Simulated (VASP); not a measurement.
A run of VASP 6.6.1:

File INCAR:

```
  PREC = Accurate
  ENCUT = 520
  EDIFF = 1E-6
  ISMEAR = -1
  SIGMA = 0.05
  LREAL = False
  LASPH = True
  NELM = 80
  ALGO = Normal
  ISIF = 2
  LWAVE = False
  LCHARG = False
  GGA = PS
  NBANDS = 11
```

KPOINTS

```
Automatic mesh
0
Gamma
  12 12 12
```

Contents of POSCAR:

```
Pd
1.0
   -1.4854450485      1.4854450485      1.4854450485
    1.4854450485     -1.4854450485      1.4854450485
    1.4854450485      1.4854450485     -1.4854450485
Pd
1
Direct
    0.0000000000      0.0000000000      0.0000000000
```

Potentials or basis: VASP PAW PBE potentials, release 64 (Pd).

Run with:

```sh
$ cat potpaw_PBE.64/Pd/POTCAR > POTCAR
$ mpirun -np 1 vasp_std > vasp.out
```

Hardware: 1 thread of Intel(R) Xeon(R) 6975P-C (Granite Rapids) (shared host).

Question: Estimate the wall time of this run.

Answer: It took 4.7 s on 1 thread of Intel(R) Xeon(R) 6975P-C (Granite Rapids), on a shared host, peak memory 0.13 GiB. Counts: scf iterations 11, k points 72.
